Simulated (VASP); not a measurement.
## KCl: single point with r2SCAN

KCl:

```
CELL_PARAMETERS angstrom
-0.02823 3.50728 3.50728
3.50728 -0.02823 3.50728
3.47905 3.47905 0.00000
ATOMIC_POSITIONS crystal
K 0.99818 0.99818 0.00182
Cl 0.25182 0.25182 0.24818
```

This cell differs from its parent crystal: shear xy strain -1.6%.

```
Program                : VASP 6.6.1
Task                   : single point
Functional             : r2SCAN
Potentials or basis    : VASP PAW PBE potentials, release 64 (K_sv, Cl)
Cutoff                 : 520 eV
k mesh                 : 6 × 6 × 6
Occupations            : gaussian, width 0.01 eV
Spin                   : no spin polarisation
Dipole correction      : no
Further INCAR settings : ALGO = Normal; EDIFF = 1e-06; NBANDS = 15
```

```
Pressure               : 0.0 GPa
Band gap on the k mesh : 5.34 eV (least direct gap 5.38 eV)
```

Levels at points of the mesh, in eV from the valence-band top:
```
           k point  band 5  band 6  band 7  band 8  band 9  band 10  band 11  band 12
(0.00, 0.00, 0.00)  -11.08   -0.06   -0.05   -0.04    5.34    10.13    10.13    11.12
(0.50, 0.00, 0.00)  -10.89   -0.34   -0.02   -0.01    7.76     8.08     9.60     9.73
(0.50, 0.50, 0.00)  -10.82   -0.40   -0.02    0.00    7.16     8.28    10.88    11.07
(0.00, 0.00, 0.50)  -10.90   -0.34   -0.03   -0.02    7.81     8.10     9.59     9.71
(0.50, 0.00, 0.50)  -10.82   -0.40   -0.01   -0.01    7.16     8.28    10.88    11.08
```

Run time: 6.9 min on 1 thread of Intel Xeon 8259CL, on a shared host, peak memory 0.28 GiB.

Caveat: the cell differs from its parent crystal (shear xy strain -1.6%); the structure was generated, so it needn't be the stable form of KCl; the PAW data sets were made with another functional, which shifts forces and pressure a little. A k mesh can miss the band edges.
